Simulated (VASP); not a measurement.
# Os (P6_3/mmc) in VASP: a series of runs

Os is run at these levels: r2SCAN; tasks: single point, relaxation of shape and atoms at fixed volume.

Everything below comes from runs of VASP 6.6.1. Logs are shortened: lines on timing, memory, paths and dates and some standing lists are left out, and cuts for length are marked.

**1. The cell of the first run**

It takes space group P6_3/mmc (No. 194, hexagonal). The conventional cell has a = 2.793 Å, b = 2.793 Å, c = 4.397 Å, α = 90.00°, β = 90.00°, γ = 120.00°. Within 3.6 Å of Os (site symmetry -6m2) lie 12 Os at 2.73 to 2.79 Å.

**2. Single point, r2SCAN (volume scaled by 1.06, then relaxed in part)**

POSCAR

```
Os
1.0
    2.7931675964      0.0000000000      0.0000000000
   -1.3965837982      2.4189540955      0.0000000000
    0.0000000000      0.0000000000      4.3971355205
Os
2
Direct
    0.3333333333      0.6666666667      0.2500000000
    0.6666666667      0.3333333333      0.7500000000
```

INCAR.step1

```
ALGO     = Normal         # electronic algorithm
EDIFF    = 1E-4           # SCF threshold, eV
ENCUT    = 520            # plane-wave cutoff, eV
GGA      = PE             # functional
ISMEAR   = 0              # smearing method
LASPH    = T              # aspherical terms in the spheres
LCHARG   = F              # write CHGCAR
LREAL    = F              # projectors in reciprocal space
LWAVE    = T              # write WAVECAR
NBANDS   = 15             # bands
NELM     = 80             # most SCF steps
PREC     = Accurate       # precision mode
SIGMA    = 0.1            # smearing width, eV
```

INCAR.step2

```
ALGO     = Normal         # electronic algorithm
EDIFF    = 1E-6           # SCF threshold, eV
ENCUT    = 520            # plane-wave cutoff, eV
ISIF     = 2              # what is computed and relaxed
ISMEAR   = 0              # smearing method
ISTART   = 1            
LASPH    = T              # aspherical terms in the spheres
LCHARG   = T              # write CHGCAR
LELF     = T              # ELF
LMIXTAU  = T            
LREAL    = F              # projectors in reciprocal space
LVHAR    = T            
LWAVE    = F              # write WAVECAR
METAGGA  = R2SCAN         # meta-GGA
NBANDS   = 15             # bands
NELM     = 80             # most SCF steps
PREC     = Accurate       # precision mode
SIGMA    = 0.1            # smearing width, eV
```

KPOINTS

```
k-points
0
Gamma
  18 18 10
```

Potentials or basis: VASP PAW PBE potentials, release 64 (Os).

On the command line:

```bash
$ cat potpaw_PBE.64/Os/POTCAR > POTCAR
$ cp INCAR.step1 INCAR
$ mpirun -np 1 vasp_std > vasp.out
$ cp INCAR.step2 INCAR
$ mpirun -np 1 vasp_std > vasp.out
```

OUTCAR:

```text
EDIFF = 1E-6
   ENCUT = 520
   ISIF = 2
   ISMEAR = 0
   ISTART = 1
   LASPH = T
   LREAL = F
   METAGGA = R2SCAN
   NELM = 80
   PREC = Accurate

 ion  position               nearest neighbor table
   1  0.333  0.667  0.250-   2 2.73   2 2.73   2 2.73   2 2.73   2 2.73   2 2.73
   2  0.667  0.333  0.750-   1 2.73   1 2.73   1 2.73   1 2.73   1 2.73   1 2.73

  LATTYP: Found a hexagonal cell.
 ALAT       =     2.7931675964
 C/A-ratio  =     1.5742469325

  Lattice vectors:

 A1 = (   2.7931675964,   0.0000000000,   0.0000000000)
 A2 = (  -1.3965837982,   2.4189540955,   0.0000000000)
 A3 = (   0.0000000000,   0.0000000000,   4.3971355205)

Analysis of symmetry for initial positions (statically):
=====================================================================
 Subroutine PRICEL returns:
 Original cell was already a primitive cell.

 Routine SETGRP: Setting up the symmetry group for a
 hexagonal supercell.

 Subroutine GETGRP returns: Found 24 space group operations
 (whereof 12 operations were pure point group operations)
 out of a pool of 24 trial point group operations.

The static configuration has the point symmetry D_3d.
 The point group associated with its full space group is D_6h.

Analysis of symmetry for dynamics (positions and initial velocities):
=====================================================================
 Subroutine PRICEL returns:
 Original cell was already a primitive cell.

 Routine SETGRP: Setting up the symmetry group for a
 hexagonal supercell.

 Subroutine GETGRP returns: Found 24 space group operations
 (whereof 12 operations were pure point group operations)
 out of a pool of 24 trial point group operations.

The dynamic configuration has the point symmetry D_3d.
 The point group associated with its full space group is D_6h.

 Subroutine INISYM returns: Found 24 space group operations
 (whereof 12 operations are pure point group operations),
 and found     1 'primitive' translations

----------------------------------------------------------------------------------------

                                     Primitive cell

  volume of cell :      29.7094

  direct lattice vectors                    reciprocal lattice vectors
     2.793167596  0.000000000  0.000000000     0.358016469  0.206700905  0.000000000
    -1.396583798  2.418954096  0.000000000     0.000000000  0.413401809  0.000000000
     0.000000000  0.000000000  4.397135521     0.000000000  0.000000000  0.227420782

  length of vectors
     2.793167596  2.793167596  4.397135521     0.413401809  0.413401809  0.227420782

  position of ions in fractional coordinates (direct lattice)
     0.333333333  0.666666667  0.250000000
     0.666666667  0.333333333  0.750000000

  ion indices of the primitive-cell ions
   primitive index   ion index
                 1           1
                 2           2

----------------------------------------------------------------------------------------

 KPOINTS: k-points

Automatic generation of k-mesh.
 Grid dimensions read from file:
 generate k-points for:   18   18   10

 Generating k-lattice:

  Cartesian coordinates                     Fractional coordinates (reciprocal lattice)
     0.019889804  0.011483384  0.000000000     0.055555556  0.000000000  0.000000000
     0.000000000  0.022966767  0.000000000     0.000000000  0.055555556  0.000000000
     0.000000000  0.000000000  0.022742078     0.000000000  0.000000000  0.100000000

  Length of vectors
     0.022966767  0.022966767  0.022742078

  Shift w.r.t. Gamma in fractional coordinates (k-lattice)
     0.000000000  0.000000000  0.000000000

 Subroutine IBZKPT returns following result:
 ===========================================

 Found    222 irreducible k-points:

 Following reciprocal coordinates:
            Coordinates               Weight
  0.000000  0.000000  0.000000      1.000000
  0.055556  0.000000  0.000000      6.000000
  0.111111  0.000000  0.000000      6.000000
  0.166667  0.000000  0.000000      6.000000
  0.222222  0.000000  0.000000      6.000000
  0.277778  0.000000  0.000000      6.000000
[... 16 lines left out ...]
  0.333333  0.111111  0.000000     12.000000
  0.388889  0.111111  0.000000     12.000000
 [... further k-points ...]
   k-points           NKPTS =    222   k-points in BZ     NKDIM =    222   number of bands    NBANDS=     15
   number of dos      NEDOS =    301   number of ions     NIONS =      2
   total plane-waves  NPLWV =  20736
   dimension x,y,z NGX =    24 NGY =   24 NGZ =   36
   dimension x,y,z NGXF=    48 NGYF=   48 NGZF=   72
   ions per type =               2
   NGX,Y,Z   is equivalent  to a cutoff of  14.28, 14.28, 13.61 a.u.
   NGXF,Y,Z  is equivalent  to a cutoff of  28.57, 28.57, 27.22 a.u.
 SYSTEM =  unknown system
   PREC   = accura    normal or accurate (medium, high low for compatibility)
   ISTART =      1    job   : 0-new  1-cont  2-samecut
   ICHARG =      0    charge: 1-file 2-atom 10-const
   ISPIN  =      1    spin polarized calculation?
   LNONCOLLINEAR =      F non collinear calculations
   LSORBIT =      F    spin-orbit coupling
   LASPH  =      T    aspherical Exc in radial PAW
   ENCUT  =  520.0 eV  38.22 Ry    6.18 a.u.   5.19  5.19  8.18*2*pi/ulx,y,z
   NELM   =     80;   NELMIN=  2; NELMDL=  0     # of ELM steps
   EDIFF  = 0.1E-05   stopping-criterion for ELM
   LREAL  =      F    real-space projection
   EDIFFG = 0.1E-04   stopping-criterion for IOM
   NSW    =      0    number of steps for IOM
   IBRION =     -1    ionic relax: 0-MD 1-quasi-New 2-CG
   NFREE  =      0    steps in history (QN), initial steepest desc. (CG)
   ISIF   =      2    stress and relaxation
   ISYM   =      2    0-nonsym 1-usesym 2-fastsym
   POTIM  = 0.5000    time-step for ionic-motion
   TEBEG  =    0.0;   TEEND  =   0.0 temperature during run
   PSTRESS=    0.0 pullay stress
   NELECT =      16.0000    total number of electrons
   NUPDOWN=      -1.0000    fix difference up-down
   EMIN   =  10.00;   EMAX   =-10.00  energy-range for DOS
   EFERMI =   0.00;   METHOD = LEGACY
   ISMEAR =     0;   SIGMA  =   0.10  broadening in eV -4-tet -1-fermi 0-gaus
   EFERMI_NEDOS =   21; number of points for ismear=-14 and -15
   IALGO  =     38    algorithm
   IMIX   =      4    mixing-type and parameters
     AMIX     =   0.40;   BMIX     =  1.00
     AMIX_MAG =   1.60;   BMIX_MAG =  1.00
  volume/ion in A,a.u.               =      14.85       100.24
  Fermi-wavevector in a.u.,A,eV,Ry     =   1.331936  2.516994 24.137461  1.774053
  Thomas-Fermi vector in A             =   2.460909
   LORBIT       =      0    0 simple, 1 ext, 2 COOP (PROOUT), +10 PAW based schemes
   METAGGA = R2SCAN    functional components
   LHFCALC =     F    Hartree Fock is set to
   AEXX    =    0.0000 exact exchange contribution
   IVDW    =     0    specifies the selected vdW correction
   LEPSILON=     F    determine dielectric tensor
   LRPA    =     F    only Hartree local field effects (RPA)
 non-spin polarized calculation
 Gauss-broadening in eV      SIGMA  =   0.10
  energy-cutoff  :      520.00
  volume of cell :       29.71
 maximum number of plane-waves:       818
 NGX is ok and might be reduce to    24
   NGX = 11   NGY = 11   NGZ = 17

 number of electron      15.9999998 magnetization

 Free energy of the ion-electron system (eV)
  ---------------------------------------------------
  ext. energy  EPLUGINS =         0.00000000
  ---------------------------------------------------
  free energy    TOTEN  =      -105.89478123 eV

  energy without entropy =     -105.88671640  energy(sigma->0) =     -105.89074881

 E-fermi :   8.3717     XC(G=0): -14.9959

 val. band max:        8.3693213006   @ k =   0.2778   0.0000   0.2000
 cond. band min:       8.3764910008   @ k =   0.1667   0.1111   0.3000
 fundamental gap:      0.0071697002
 Fermi energy:         8.3717377700

 k-point     1 :       0.0000    0.0000    0.0000
  band No.  band energies     occupation
      1      -2.5054      2.00000
      2       0.8173      2.00000
      3       5.4673      2.00000
      4       5.4673      2.00000
      5       5.7483      2.00000
      6       6.2600      2.00000
      7       6.2600      2.00000
      8       6.8287      2.00000
      9       6.8287      2.00000
     10       8.4307      0.40407
     11       9.9639      0.00000
     12       9.9639      0.00000
     13      17.2521      0.00000
     14      23.1604      0.00000
     15      25.9285      0.00000

 k-point     2 :       0.0556    0.0000    0.0000
  band No.  band energies     occupation
      1      -2.3829      2.00000
      2       0.9254      2.00000
      3       5.1972      2.00000
      4       5.5726      2.00000
      5       5.9860      2.00000
      6       6.1892      2.00000
      7       6.3576      2.00000
      8       6.6910      2.00000
      9       6.7448      2.00000
     10       7.8240      2.00000
     11      10.0207      0.00000
     12      10.7469      0.00000
     13      17.2397      0.00000
     14      23.4013      0.00000
     15      26.0842      0.00000

 k-point     3 :       0.1111    0.0000    0.0000
  band No.  band energies     occupation
      1      -2.0246      2.00000
      2       1.2288      2.00000
      3       4.7897      2.00000
      4       5.8841      2.00000
      5       5.9719      2.00000
      6       6.1304      2.00000
      7       6.3646      2.00000
      8       6.5215      2.00000
      9       6.6456      2.00000
     10       7.1817      2.00000
     11      10.1656      0.00000
     12      12.0723      0.00000
     13      17.1897      0.00000
     14      24.0348      0.00000
     15      26.4914      0.00000
[... 343 lines left out ...]
 k-point    23 :       0.3333    0.1111    0.0000
  band No.  band energies     occupation
      1       1.5172      2.00000
      2       2.0439      2.00000
      3       2.5320      2.00000
      4       4.4813      2.00000
      5       4.9437      2.00000
      6       5.9914      2.00000
      7       6.2279      2.00000
      8       9.1086      0.00000
      9       9.8328      0.00000
     10      10.6910      0.00000
     11      11.0791      0.00000
     12      16.6968      0.00000
     13      17.3549      0.00000
     14      19.5520      0.00000
     15      19.9751      0.00000

 k-point    24 :       0.3889    0.1111    0.0000
  band No.  band energies     occupation
      1       1.7491      2.00000
      2       1.8848      2.00000
      3       2.2789      2.00000
      4       4.8903      2.00000
      5       4.9019      2.00000
      6       5.8280      2.00000
      7       6.5382      2.00000
      8       9.8622      0.00000
      9      10.2508      0.00000
     10      10.7195      0.00000
     11      12.0563      0.00000
     12      15.0674      0.00000
     13      17.7788      0.00000
     14      18.9640      0.00000
     15      20.4542      0.00000

 [... further k-points ...]
[... 5 lines left out ...]
  --------------------------------------------------------------------------------------
  -------------------------------------------------------------------------------------
  Total       -3.9383699     -3.9383699     -3.9391836      0.0000000      0.0000000      0.0000000
  in kB     -212.3892917   -212.3892917   -212.4331688      0.0000000      0.0000000      0.0000000
  external PRESSURE =    -212.4039174 kB  Pullay stress =       0.0000000 kB

 VOLUME and BASIS-vectors are now :
 -----------------------------------------------------------------------------
  energy-cutoff  :      520.00
  volume of cell :       29.71
      direct lattice vectors                 reciprocal lattice vectors
     2.793167596  0.000000000  0.000000000     0.358016469  0.206700905  0.000000000
    -1.396583798  2.418954096  0.000000000     0.000000000  0.413401809  0.000000000
     0.000000000  0.000000000  4.397135521     0.000000000  0.000000000  0.227420782

 POSITION                                       TOTAL-FORCE (eV/Angst)
 -----------------------------------------------------------------------------------
     -0.00000      1.61264      1.09928         0.000000      0.000000      0.000000
      1.39658      0.80632      3.29785        -0.000000      0.000000      0.000000
 -----------------------------------------------------------------------------------
    total drift:                               -0.000000      0.000000     -0.000000

  FREE ENERGIE OF THE ION-ELECTRON SYSTEM (eV)
  ---------------------------------------------------
  free  energy   TOTEN  =      -105.8947812323 eV

  energy  without entropy=     -105.8867163964  energy(sigma->0) =     -105.89074881
```

It took 4 min on 1 thread of Intel Xeon 6975P-C, shared host; peak memory 0.23 GiB.

Results:

```yaml
Free_energy: -105.8948 eV
Pressure: -21.2 GPa
Band_gap_on_the_k_mesh: zero (band 8 reaches 10.27 eV, above the bottom of band 9 at 6.57 eV)
```

Levels at points of the mesh, in eV from the Fermi level:
| k point | band 6 | band 7 | band 8 | band 9 | band 10 | band 11 |
| --- | --- | --- | --- | --- | --- | --- |
| (0.00, 0.00, 0.00) | -2.11 | -2.11 | -1.54 | -1.54 | 0.06 | 1.59 |
| (0.50, 0.00, 0.00) | -2.49 | -1.79 | 1.86 | 2.40 | 2.54 | 4.18 |
| (0.00, 0.00, 0.50) | -3.11 | -3.11 | -3.11 | 0.82 | 0.82 | 0.82 |
| (0.50, 0.00, 0.50) | -1.18 | -0.17 | -0.17 | 2.19 | 2.19 | 3.15 |

Caveat: the PAW data sets were made with another functional, which shifts forces and pressure a little; spin-orbit coupling is left out, which moves the levels of the heavy elements.

**3. Relaxation of shape and atoms at fixed volume, r2SCAN (volume scaled by 0.94)**

POSCAR

```
Os
1.0
    2.6790548463      0.0000000000      0.0000000000
   -1.3395274231      2.3201295550      0.0000000000
    0.0000000000      0.0000000000      4.2386018185
Os
2
Direct
    0.3333333333      0.6666666667      0.2500000000
    0.6666666667      0.3333333333      0.7500000000
```

INCAR.step1

```
SYSTEM = Os
  ALGO = Normal
  EDIFF = 1E-4
  ENCUT = 600
  GGA = PE
  ISMEAR = 0
  LASPH = .True.
  LCHARG = .False.
  LREAL = .False.
  LWAVE = .True.
  NELM = 60
  PREC = Accurate
  SIGMA = 0.1
```

INCAR.step2

```
SYSTEM = Os
  ALGO = Normal
  EDIFF = 1E-6
  EDIFFG = -0.01
  ENCUT = 600
  IBRION = 2
  ISIF = 4
  ISMEAR = 0
  ISTART = 1
  LASPH = .True.
  LCHARG = .False.
  LMIXTAU = .True.
  LREAL = .False.
  LWAVE = .False.
  METAGGA = R2SCAN
  NELM = 60
  NSW = 50
  PREC = Accurate
  SIGMA = 0.1
```

KPOINTS

```
k-points
0
Gamma
  18 18 10
  0 0 0
```

Potentials or basis: VASP PAW PBE potentials, release 64 (Os).

On the command line:

```bash
$ cat potpaw_PBE.64/Os/POTCAR > POTCAR
$ cp INCAR.step1 INCAR
$ mpirun -np 1 vasp_std > vasp.out
$ cp INCAR.step2 INCAR
$ mpirun -np 1 vasp_std > vasp.out
```

Wall time 6.1 min (1 thread of Intel Xeon 6975P-C, shared host); peak memory 0.23 GiB.

Results (log left out):

```yaml
Free_energy: -105.8392 eV
Energy_gained_by_relaxing: 0.0 meV/atom
Ionic_steps: 3
Pressure_after_relaxing: 32.7 GPa
Band_gap_on_the_k_mesh: zero (band 8 reaches 12.57 eV, above the bottom of band 9 at 8.05 eV)
```

Final structure:
```
CELL_PARAMETERS angstrom
2.67767 0.00000 0.00000
-1.33883 2.31893 0.00000
0.00000 0.00000 4.24299
ATOMIC_POSITIONS crystal
Os 0.33333 0.66667 0.25000
Os 0.66667 0.33333 0.75000
```

Levels at points of the mesh, in eV from the Fermi level:
```
           k point  band 4  band 5  band 6  band 7  band 8  band 9  band 10  band 11  band 12
(0.00, 0.00, 0.00)   -3.47   -3.21   -2.52   -2.52   -1.75   -1.75    -0.01     1.92     1.92
(0.50, 0.00, 0.00)   -4.02   -3.20   -2.94   -2.13    2.37    3.00     3.10     5.04     6.49
(0.00, 0.00, 0.50)   -4.04   -3.68   -3.68   -3.68   -3.68    1.03     1.03     1.03     1.03
(0.50, 0.00, 0.50)   -6.09   -1.37   -1.37   -0.17   -0.17    2.75     2.75     3.74     3.74
```

Caveat: the PAW data sets were made with another functional, which shifts forces and pressure a little; spin-orbit coupling is left out, which moves the levels of the heavy elements.
